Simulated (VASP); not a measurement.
# KZnF3 (P4/mmm) in VASP: notebook

Runs on KZnF3. Level: r2SCAN. Tasks: single point.

Program: VASP 6.6.1. These are calculated values, not measurements. Logs are shortened: lines on timing, memory, paths and dates and some standing lists are left out, and cuts for length are marked.

### 1 The cell of the first run

The structure is tetragonal, space group P4/mmm (No. 123). The conventional cell has a = 3.945 Å, b = 3.945 Å, c = 4.129 Å, α = 90.00°, β = 90.00°, γ = 90.00°. K (site symmetry 4/mmm) has 12 F at 2.79 to 2.86 Å and 8 Zn at 3.47 Å within 3.7 Å. Zn (site symmetry 4/mmm) has 6 F at 1.97 to 2.06 Å within 2.6 Å. Within 2.7 Å of F (site symmetry 4/mmm) lie 2 Zn at 2.06 Å. F (site symmetry mmm) has 2 Zn at 1.97 Å within 2.6 Å.

### 2 Single point, r2SCAN (epitaxial xy strain -2.5%)

Contents of POSCAR:

```
KZnF3
1.0
    3.9450135464      0.0000000000      0.0000000000
    0.0000000000      3.9450135464      0.0000000000
    0.0000000000      0.0000000000      4.1289367442
K Zn F
1 1 3
Direct
    0.0000000000      0.0000000000      0.0000000000
    0.5000000000      0.5000000000      0.5000000000
    0.5000000000      0.5000000000      0.0000000000
    0.5000000000      0.0000000000      0.5000000000
    0.0000000000      0.5000000000      0.5000000000
```

Contents of INCAR.step1:

```
ALGO = Normal
EDIFF = 1E-4
ENCUT = 520
GGA = PE
ISMEAR = 0
LASPH = True
LCHARG = False
LREAL = False
LWAVE = True
NBANDS = 29
NELM = 60
PREC = Accurate
SIGMA = 0.01
```

Contents of INCAR.step2:

```
ALGO = Normal
EDIFF = 1E-6
ENCUT = 520
ISIF = 2
ISMEAR = 0
ISTART = 1
LASPH = True
LCHARG = True
LELF = True
LMIXTAU = True
LREAL = False
LVHAR = True
LWAVE = False
METAGGA = R2SCAN
NBANDS = 29
NELM = 60
PREC = Accurate
SIGMA = 0.01
```

Contents of KPOINTS:

```
k-points
0
Gamma
  6 6 6
```

Potentials or basis: VASP PAW PBE potentials, release 64 (K_sv, Zn, F).

Started as:

```sh
$ cat potpaw_PBE.64/K_sv/POTCAR potpaw_PBE.64/Zn/POTCAR potpaw_PBE.64/F/POTCAR > POTCAR
$ cp INCAR.step1 INCAR
$ mpirun -np 1 vasp_std > vasp.out
$ cp INCAR.step2 INCAR
$ mpirun -np 1 vasp_std > vasp.out
```

OUTCAR:

```text
EDIFF = 1E-6
   ENCUT = 520
   ISIF = 2
   ISMEAR = 0
   ISTART = 1
   LASPH = True
   LREAL = False
   METAGGA = R2SCAN
   NELM = 60
   PREC = Accurate

 ion  position               nearest neighbor table
   1  0.000  0.000  0.000-   3 2.79   3 2.79   3 2.79   3 2.79   5 2.86   4 2.86   5 2.86   5 2.86
                             5 2.86   4 2.86   4 2.86   4 2.86
   2  0.500  0.500  0.500-   4 1.97   5 1.97   4 1.97   5 1.97   3 2.06   3 2.06
   3  0.500  0.500  0.000-   2 2.06   2 2.06   1 2.79   1 2.79   1 2.79   1 2.79
   4  0.500  0.000  0.500-   2 1.97   2 1.97   1 2.86   1 2.86   1 2.86   1 2.86
   5  0.000  0.500  0.500-   2 1.97   2 1.97   1 2.86   1 2.86   1 2.86   1 2.86

  LATTYP: Found a simple tetragonal cell.
 ALAT       =     3.9450135464
 C/A-ratio  =     1.0466216898

  Lattice vectors:

 A1 = (   3.9450135464,   0.0000000000,   0.0000000000)
 A2 = (   0.0000000000,   3.9450135464,   0.0000000000)
 A3 = (   0.0000000000,   0.0000000000,   4.1289367442)

Analysis of symmetry for initial positions (statically):
=====================================================================
 Subroutine PRICEL returns:
 Original cell was already a primitive cell.

 Routine SETGRP: Setting up the symmetry group for a
 simple tetragonal supercell.

 Subroutine GETGRP returns: Found 16 space group operations
 (whereof 16 operations were pure point group operations)
 out of a pool of 16 trial point group operations.

The static configuration has the point symmetry D_4h.

Analysis of symmetry for dynamics (positions and initial velocities):
=====================================================================
 Subroutine PRICEL returns:
 Original cell was already a primitive cell.

 Routine SETGRP: Setting up the symmetry group for a
 simple tetragonal supercell.

 Subroutine GETGRP returns: Found 16 space group operations
 (whereof 16 operations were pure point group operations)
 out of a pool of 16 trial point group operations.

The dynamic configuration has the point symmetry D_4h.

 Subroutine INISYM returns: Found 16 space group operations
 (whereof 16 operations are pure point group operations),
 and found     1 'primitive' translations

----------------------------------------------------------------------------------------

                                     Primitive cell

  volume of cell :      64.2592

  direct lattice vectors                    reciprocal lattice vectors
[... 89 lines left out ...]
   LSORBIT =      F    spin-orbit coupling
   LASPH  =      T    aspherical Exc in radial PAW
   ENCUT  =  520.0 eV  38.22 Ry    6.18 a.u.   7.34  7.34  7.68*2*pi/ulx,y,z
   NELM   =     60;   NELMIN=  2; NELMDL=  0     # of ELM steps
   EDIFF  = 0.1E-05   stopping-criterion for ELM
   LREAL  =      F    real-space projection
   EDIFFG = 0.1E-04   stopping-criterion for IOM
   NSW    =      0    number of steps for IOM
   IBRION =     -1    ionic relax: 0-MD 1-quasi-New 2-CG
   NFREE  =      0    steps in history (QN), initial steepest desc. (CG)
   ISIF   =      2    stress and relaxation
   ISYM   =      2    0-nonsym 1-usesym 2-fastsym
   POTIM  = 0.5000    time-step for ionic-motion
   TEBEG  =    0.0;   TEEND  =   0.0 temperature during run
   PSTRESS=    0.0 pullay stress
   NELECT =      42.0000    total number of electrons
   NUPDOWN=      -1.0000    fix difference up-down
   EMIN   =  10.00;   EMAX   =-10.00  energy-range for DOS
   EFERMI =   0.00;   METHOD = LEGACY
   ISMEAR =     0;   SIGMA  =   0.01  broadening in eV -4-tet -1-fermi 0-gaus
   EFERMI_NEDOS =   21; number of points for ismear=-14 and -15
   IALGO  =     38    algorithm
   IMIX   =      4    mixing-type and parameters
     AMIX     =   0.40;   BMIX     =  1.00
     AMIX_MAG =   1.60;   BMIX_MAG =  1.00
  volume/ion in A,a.u.               =      12.85        86.73
  Fermi-wavevector in a.u.,A,eV,Ry     =   1.420734  2.684798 27.463167  2.018486
  Thomas-Fermi vector in A             =   2.541618
   LORBIT       =      0    0 simple, 1 ext, 2 COOP (PROOUT), +10 PAW based schemes
   METAGGA = R2SCAN    functional components
   LHFCALC =     F    Hartree Fock is set to
   AEXX    =    0.0000 exact exchange contribution
   IVDW    =     0    specifies the selected vdW correction
   LEPSILON=     F    determine dielectric tensor
   LRPA    =     F    only Hartree local field effects (RPA)
 non-spin polarized calculation
 Gauss-broadening in eV      SIGMA  =   0.01
  energy-cutoff  :      520.00
  volume of cell :       64.26
 maximum number of plane-waves:      1759
 NGX is ok and might be reduce to    30
   NGX = 15   NGY = 15   NGZ = 15

 number of electron      41.9999972 magnetization

 Free energy of the ion-electron system (eV)
  ---------------------------------------------------
  ext. energy  EPLUGINS =         0.00000000
  ---------------------------------------------------
  free energy    TOTEN  =       -38.29984046 eV

  energy without entropy =      -38.29984046  energy(sigma->0) =      -38.29984046

 E-fermi :  -0.6319     XC(G=0): -10.6616

 val. band max:       -0.7186061045   @ k =   0.5000   0.5000   0.5000
 cond. band min:       3.7964950188   @ k =   0.0000   0.0000   0.0000
 fundamental gap:      4.5151011233
 Fermi energy:        -0.6319473086

 k-point     1 :       0.0000    0.0000    0.0000
  band No.  band energies     occupation
      1     -29.1927      2.00000
      2     -24.0872      2.00000
      3     -23.5006      2.00000
      4     -23.2196      2.00000
      5     -11.9503      2.00000
      6     -11.9016      2.00000
[... 757 lines left out ...]
     28      12.0070      0.00000
     29      12.5157      0.00000

 [... further k-points ...]
[... 5 lines left out ...]
  --------------------------------------------------------------------------------------
  -------------------------------------------------------------------------------------
  Total        2.0856217      2.0856217      0.1107564      0.0000000      0.0000000     -0.0000000
  in kB       52.0009045     52.0009045      2.7614946      0.0000000      0.0000000     -0.0000000
  external PRESSURE =      35.5877678 kB  Pullay stress =       0.0000000 kB

 VOLUME and BASIS-vectors are now :
 -----------------------------------------------------------------------------
  energy-cutoff  :      520.00
  volume of cell :       64.26
      direct lattice vectors                 reciprocal lattice vectors
     3.945013546  0.000000000  0.000000000     0.253484554  0.000000000  0.000000000
     0.000000000  3.945013546  0.000000000     0.000000000  0.253484554  0.000000000
     0.000000000  0.000000000  4.128936744     0.000000000  0.000000000  0.242193102

 POSITION                                       TOTAL-FORCE (eV/Angst)
 -----------------------------------------------------------------------------------
      0.00000      0.00000      0.00000         0.000000      0.000000      0.000000
      1.97251      1.97251      2.06447         0.000000      0.000000      0.000000
      1.97251      1.97251      0.00000         0.000000      0.000000      0.000000
      1.97251      0.00000      2.06447         0.000000      0.000000      0.000000
      0.00000      1.97251      2.06447         0.000000      0.000000      0.000000
 -----------------------------------------------------------------------------------
    total drift:                                0.000000      0.000000     -0.000000

  FREE ENERGIE OF THE ION-ELECTRON SYSTEM (eV)
  ---------------------------------------------------
  free  energy   TOTEN  =       -38.2998404558 eV

  energy  without entropy=      -38.2998404558  energy(sigma->0) =      -38.29984046
```

OSZICAR.step1:

```text
N       E                     dE             d eps       ncg     rms          rms(c)
DAV:   1     0.443165098948E+03    0.44317E+03   -0.22237E+04  2320   0.177E+03
DAV:   2     0.175087994634E+02   -0.42566E+03   -0.40525E+03  2562   0.454E+02
DAV:   3    -0.214085319709E+02   -0.38917E+02   -0.38621E+02  2710   0.142E+02
DAV:   4    -0.223386625954E+02   -0.93013E+00   -0.92769E+00  3511   0.207E+01
DAV:   5    -0.223518349462E+02   -0.13172E-01   -0.13166E-01  2765   0.210E+00    0.121E+01
DAV:   6    -0.201098557929E+02    0.22420E+01   -0.63010E+00  3350   0.344E+01    0.759E+00
DAV:   7    -0.201626387833E+02   -0.52783E-01   -0.13012E+00  2600   0.725E+00    0.477E+00
DAV:   8    -0.201711696359E+02   -0.85309E-02   -0.39897E-01  3130   0.119E+01    0.140E+00
DAV:   9    -0.201411625238E+02    0.30007E-01   -0.79052E-02  3548   0.840E+00    0.355E-01
DAV:  10    -0.201410400256E+02    0.12250E-03   -0.34468E-02  3404   0.356E+00    0.169E-01
DAV:  11    -0.201413538221E+02   -0.31380E-03   -0.51088E-03  2560   0.549E-01    0.113E-01
DAV:  12    -0.201412932585E+02    0.60564E-04   -0.25251E-04  2336   0.208E-01
   1 F= -.20141293E+02 E0= -.20141293E+02  d E =-.187772E-49
```

Wall time 1.8 min (1 thread of Intel Xeon 6975P-C (Granite Rapids), shared host); peak memory 0.22 GiB.

Results:

```yaml
Free_energy: -38.2998 eV
Pressure: 3.6 GPa
Band_gap_on_the_k_mesh: 4.52 eV, indirect (least direct gap 6.83 eV)
```

Levels at points of the mesh, in eV from the valence-band top:
| k point | band 17 | band 18 | band 19 | band 20 | band 21 | band 22 | band 23 | band 24 | band 25 | band 26 |
| --- | --- | --- | --- | --- | --- | --- | --- | --- | --- | --- |
| (0.00, 0.00, 0.00) | -2.59 | -2.59 | -2.34 | -2.31 | -2.31 | 4.52 | 8.88 | 9.09 | 10.21 | 11.44 |
| (0.50, 0.00, 0.00) | -2.54 | -2.47 | -2.10 | -2.07 | -1.66 | 7.48 | 8.94 | 10.11 | 11.43 | 11.82 |
| (0.50, 0.50, 0.00) | -2.29 | -2.17 | -2.17 | -2.02 | 0.00 | 8.94 | 10.76 | 11.10 | 11.10 | 11.77 |
| (0.00, 0.00, 0.50) | -2.60 | -2.60 | -2.07 | -2.07 | -1.74 | 7.18 | 8.76 | 9.78 | 11.70 | 11.70 |
| (0.50, 0.00, 0.50) | -2.35 | -2.18 | -2.13 | -2.00 | -0.24 | 8.75 | 10.55 | 10.75 | 11.01 | 12.04 |
| (0.50, 0.50, 0.50) | -2.01 | -1.97 | -1.97 | -0.31 | 0.00 | 8.91 | 9.00 | 9.00 | 11.31 | 12.70 |

Caveat: the cell differs from its parent crystal (epitaxial xy strain -2.5%); the PAW data sets were made with another functional, which shifts forces and pressure a little. A k mesh can miss the band edges.

### 3 Single point, r2SCAN (epitaxial xy strain -2.0%)

Edit POSCAR of step 2 so:

```diff
@@ -2,5 +2,5 @@
 1.0
-    3.9450135464      0.0000000000      0.0000000000
-    0.0000000000      3.9450135464      0.0000000000
-    0.0000000000      0.0000000000      4.1289367442
+    3.9652443851      0.0000000000      0.0000000000
+    0.0000000000      3.9652443851      0.0000000000
+    0.0000000000      0.0000000000      4.1115047744
 K Zn F
```

Contents of INCAR.step1:

```
  PREC = Accurate
  ENCUT = 520
  ISMEAR = 0
  SIGMA = 0.01
  LREAL = F
  LASPH = T
  NELM = 60
  NBANDS = 29
  GGA = PE
  ALGO = Normal
  EDIFF = 1E-4
  LWAVE = T
  LCHARG = F
```

Contents of INCAR.step2:

```
  PREC = Accurate
  ENCUT = 520
  EDIFF = 1E-6
  ISMEAR = 0
  SIGMA = 0.01
  LREAL = F
  LASPH = T
  NELM = 60
  ALGO = Normal
  ISIF = 2
  LWAVE = F
  LCHARG = T
  METAGGA = R2SCAN
  LMIXTAU = T
  LELF = T
  LVHAR = T
  NBANDS = 29
  ISTART = 1
```

Contents of KPOINTS:

```
Automatic mesh
0
Gamma
  6 6 6
```

Potentials or basis: VASP PAW PBE potentials, release 64 (K_sv, Zn, F).

Started as:

```sh
$ cat potpaw_PBE.64/K_sv/POTCAR potpaw_PBE.64/Zn/POTCAR potpaw_PBE.64/F/POTCAR > POTCAR
$ cp INCAR.step1 INCAR
$ mpirun -np 1 vasp_std > vasp.out
$ cp INCAR.step2 INCAR
$ mpirun -np 1 vasp_std > vasp.out
```

Wall time 1.8 min (1 thread of Intel Xeon 6975P-C (Granite Rapids), shared host); peak memory 0.22 GiB.

Results (log left out):

- Free energy: -38.3190 eV
- Pressure: 2.8 GPa
- Band gap on the k mesh: 4.53 eV, indirect (least direct gap 6.78 eV)

Stress tensor (GPa, compression positive):
```
4.13 0.00 0.00
0.00 4.13 0.00
0.00 0.00 0.27
```

Levels at points of the mesh, in eV from the valence-band top:
```csv
k point,band 17,band 18,band 19,band 20,band 21,band 22,band 23,band 24,band 25,band 26
"(0.00, 0.00, 0.00)",-2.51,-2.51,-2.27,-2.25,-2.25,4.53,8.96,9.13,10.22,11.51
"(0.50, 0.00, 0.00)",-2.47,-2.41,-2.04,-2.02,-1.63,7.46,8.96,10.14,11.52,11.88
"(0.50, 0.50, 0.00)",-2.25,-2.12,-2.12,-1.95,0.00,8.92,10.78,11.08,11.08,11.87
"(0.00, 0.00, 0.50)",-2.51,-2.51,-2.01,-2.01,-1.69,7.22,8.82,9.88,11.74,11.74
"(0.50, 0.00, 0.50)",-2.30,-2.12,-2.08,-1.93,-0.19,8.77,10.61,10.81,11.02,12.08
"(0.50, 0.50, 0.50)",-1.94,-1.91,-1.91,-0.25,0.00,8.97,9.05,9.05,11.29,12.82
```

Caveat: the cell differs from its parent crystal (epitaxial xy strain -2.0%); the PAW data sets were made with another functional, which shifts forces and pressure a little. A k mesh can miss the band edges.
